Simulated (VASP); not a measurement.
A run of VASP 6.6.1 is set up as follows.

Contents of INCAR:

```
SYSTEM = HfC
PREC = Accurate ; ENCUT = 520
EDIFF = 1E-7 ; ISMEAR = -5
SIGMA = 0.1 ; LREAL = .False.
LASPH = .True. ; NELM = 80
ALGO = Normal ; ISIF = 2
LWAVE = .False. ; LCHARG = .False.
GGA = PE ; NBANDS = 14
```

KPOINTS

```
regular mesh
0
Gamma
  15 15 15
  0 0 0
```

The input POSCAR:

```
HfC
1.0
    0.0000000000      2.3250000000      2.3250000000
    2.3250000000      0.0000000000      2.3250000000
    2.3250000000      2.3250000000      0.0000000000
Hf C
1 1
Direct
    0.5000000000      0.5000000000      0.5000000000
    0.0000000000      0.0000000000      0.0000000000
```

Potentials or basis: VASP PAW PBE potentials, release 64 (Hf_pv, C).

Launch:

```sh
$ cat potpaw_PBE.64/Hf_pv/POTCAR potpaw_PBE.64/C/POTCAR > POTCAR
$ mpirun -np 1 vasp_std > vasp.out
```

(1) Predict the band gap on the k mesh.

(2) Predict the pressure.

Answers

(1) zero (band 7 reaches 6.95 eV, above the bottom of band 8 at 5.53 eV).

(2) -0.5 GPa.

Caveat: spin-orbit coupling is left out, which moves the levels of the heavy elements; tetrahedron occupations give inexact forces and stress in metals.
